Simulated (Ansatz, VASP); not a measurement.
SnGe2P2 in VASP and in Ansatz

```xyz
5
Lattice="-2.8420 2.8420 4.6211 2.8420 -2.8420 4.6211 2.8420 2.8420 -4.6211" Properties=species:S:1:pos:R:3 pbc="T T T"
Sn    0.0000    0.0000    0.0000
Ge    0.0000    2.8420    0.0000
Ge    2.8420    0.0000    0.0000
P     0.0000    2.8420    2.3106
P     2.8420    0.0000    2.3106
```

Alike in both runs: functional PBE; k mesh 10 × 10 × 10; occupations gaussian, width 0.1 eV; no spin polarisation.

Ansatz relaxed the structure, and its values are those at the end. VASP's run is a single point on that final structure, the one shown.

```csv
,VASP,Ansatz
version,VASP 6.6.1,Ansatz 0.2.0
potentials or method,"VASP PAW PBE potentials, release 64 (Sn_d, Ge_d, P), cutoff 520 eV","scalar-relativistic, plane waves, PAW"
valence electrons in the cell,52,52
```

|  | VASP | Ansatz | Ansatz less VASP |
| --- | --- | --- | --- |
| gap on the k mesh at the Fermi level (eV) | none | none | - |
| pressure (GPa) | 0.0 | 0.0 | +0.06 |

A gap of «none» marks a metal or a gap that the smearing closes.
